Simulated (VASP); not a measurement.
Input of a VASP 6.6.1 run:

The input POSCAR:

```
FeI2
1.0
    4.0400000000      0.0000000000      0.0000000000
   -2.0200000000      3.4987426313      0.0000000000
    0.0000000000      0.0000000000      6.7500000000
Fe I
1 2
Direct
    0.0000000000      0.0000000000      0.0000000000
    0.3333333333      0.6666666667      0.2500000000
    0.6666666667      0.3333333333      0.7500000000
```

File INCAR.step1:

```
  ALGO = Normal
  EDIFF = 1E-6
  ENCUT = 520
  GGA = PS
  ISIF = 2
  ISMEAR = -1
  ISPIN = 2
  LASPH = T
  LCHARG = T
  LMAXMIX = 4
  LREAL = F
  LWAVE = F
  MAGMOM = 3 0 0
  NBANDS = 22
  NELM = 150
  PREC = Accurate
  SIGMA = 0.05
```

File KPOINTS.step1:

```
k-points
0
Gamma
  8 8 5
```

INCAR.step2

```
  ALGO = Normal
  EDIFF = 1E-6
  ENCUT = 520
  GGA = PS
  ICHARG = 11
  ISIF = 2
  ISMEAR = -5
  ISPIN = 2
  LASPH = T
  LCHARG = F
  LMAXMIX = 4
  LORBIT = 11
  LREAL = F
  LWAVE = F
  MAGMOM = 3 0 0
  NEDOS = 1001
  NELM = 150
  PREC = Accurate
  SIGMA = 0.05
```

The input KPOINTS.step2:

```
k-points
0
Gamma
  12 12 8
```

Potentials or basis: VASP PAW PBE potentials, release 64 (Fe, I).

Command:

```sh
$ cat potpaw_PBE.64/Fe/POTCAR potpaw_PBE.64/I/POTCAR > POTCAR
$ cp INCAR.step1 INCAR
$ cp KPOINTS.step1 KPOINTS
$ mpirun -np 1 vasp_std > vasp.out
$ cp INCAR.step2 INCAR
$ cp KPOINTS.step2 KPOINTS
$ mpirun -np 1 vasp_std > vasp.out
```

Q: Predict the net moment.

A: 4.00 μB per cell.

Q: Predict the site moments.

A: Fe +3.42; I +0.16 μB.
